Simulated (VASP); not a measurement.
A run of VASP 6.6.1:

INCAR

```
ALGO     = Fast           # electronic algorithm
EDIFF    = 1E-6           # SCF threshold, eV
ENCUT    = 520            # plane-wave cutoff, eV
GGA      = PE             # functional
ISIF     = 2              # what is computed and relaxed
ISMEAR   = 0              # smearing method
LASPH    = T              # aspherical terms in the spheres
LCHARG   = F              # write CHGCAR
LREAL    = F              # projectors in reciprocal space
LWAVE    = F              # write WAVECAR
NBANDS   = 68             # bands
NELM     = 60             # most SCF steps
PREC     = Accurate       # precision mode
SIGMA    = 0.1            # smearing width, eV
```

Contents of KPOINTS:

```
k-points
0
Gamma
  9 9 6
```

Contents of POSCAR:

```
CuW2
1.0
    4.7381718219      0.0000000000      0.0000000000
   -2.3690859109      4.1033771653      0.0000000000
    0.0000000000      0.0000000000      6.9348082802
Cu W
3 6
Direct
    0.5000000000      0.0000000000      0.0000000000
    0.5000000000      0.5000000000      0.6666666667
    0.0000000000      0.5000000000      0.3333333333
    0.1635900499      0.3271800998      0.0000000000
    0.8364099501      0.1635900499      0.6666666667
    0.6728199002      0.8364099501      0.3333333333
    0.8364099501      0.6728199002      0.0000000000
    0.1635900499      0.8364099501      0.6666666667
    0.3271800998      0.1635900499      0.3333333333
```

Potentials or basis: VASP PAW PBE potentials, release 64 (Cu, W_sv).

Command:

```sh
$ cat potpaw_PBE.64/Cu/POTCAR potpaw_PBE.64/W_sv/POTCAR > POTCAR
$ mpirun -np 1 vasp_std > vasp.out
```

Hardware: 1 thread of Intel(R) Xeon(R) Platinum 8488C (Sapphire Rapids), with other jobs on the host.

Problem. How long does it take, and how much memory?

Solution. Run time: 16 min on 1 thread of Intel(R) Xeon(R) Platinum 8488C (Sapphire Rapids) (shared host), peak memory 0.46 GiB. Counts: scf iterations 25, k points 48.
